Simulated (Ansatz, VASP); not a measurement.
**Re: VASP beside Ansatz**

INCAR

```
SYSTEM = Re
PREC = Accurate
ENCUT = 600
EDIFF = 1E-6
ISMEAR = 0
SIGMA = 0.1
LREAL = .False.
LASPH = .True.
NELM = 60
ALGO = Normal
ISIF = 3
LWAVE = .False.
LCHARG = .False.
GGA = CA
IBRION = 2
NSW = 100
EDIFFG = -0.005
```

File KPOINTS:

```
Automatic mesh
0
Gamma
  18 18 18
  0 0 0
```

The input POSCAR:

```
Re
1.0
    0.0000000000      1.9291695110      1.9291695110
    1.9291695110      0.0000000000      1.9291695110
    1.9291695110      1.9291695110      0.0000000000
Re
1
Direct
    0.0000000000      0.0000000000      0.0000000000
```

Input for Ansatz:

```yaml
crystal:
  lattice:
    - [0.0, 1.9291695123, 1.9291695123]
    - [1.9291695123, 0.0, 1.9291695123]
    - [1.9291695123, 1.9291695123, 0.0]
  atoms:
    - { symbol: Re, position: [0.0, 0.0, 0.0] }
basis:
  ecutwfc: 420
kpoints:
  mp_grid: { grid: [18, 18, 18] }
hamiltonian:
  xc: lda
scf:
  occupations: { method: gaussian, width: 0.1 }
output:
  forces: true
  stress: true
  eigenvalues: true
  write_density: true
  write_potential: true
  elf: true
  volumetric_format: npy
relax:
  adjacent_minimum: "off"
  f_tol: 0.005
  max_steps: 80
  cell: { stress_tol: 0.05 }
```

Alike in both runs: task relaxation of cell and atoms; functional LDA; k mesh 18 × 18 × 18; occupations gaussian, width 0.1 eV; no spin polarisation.

|  | VASP | Ansatz |
| --- | --- | --- |
| version | VASP 6.6.1 | Ansatz 0.2.0 |
| potentials or method | VASP PAW LDA potentials, release 64 (Re), cutoff 600 eV | scalar-relativistic, plane waves, PAW |
| valence electrons in the cell | 7 | 15 |

```tsv
	VASP	Ansatz	Ansatz less VASP
gap on the k mesh at the Fermi level, each at its own relaxed structure (eV)	none	none	-
relaxed volume (Å³/atom)	14.44	14.38	-0.056
relaxed cell length with the largest relative difference (Å)	2.733	2.730	-0.0035
```

LDA's correlation is that of Perdew and Zunger in VASP and of Perdew and Wang (1992) in Ansatz. A gap of «none» marks a metal or a gap that the smearing closes. VASP's potentials hold 7 valence electrons a cell and Ansatz's 15, so a difference there can come from the potentials and not from the codes.

Spin-orbit coupling is off throughout.
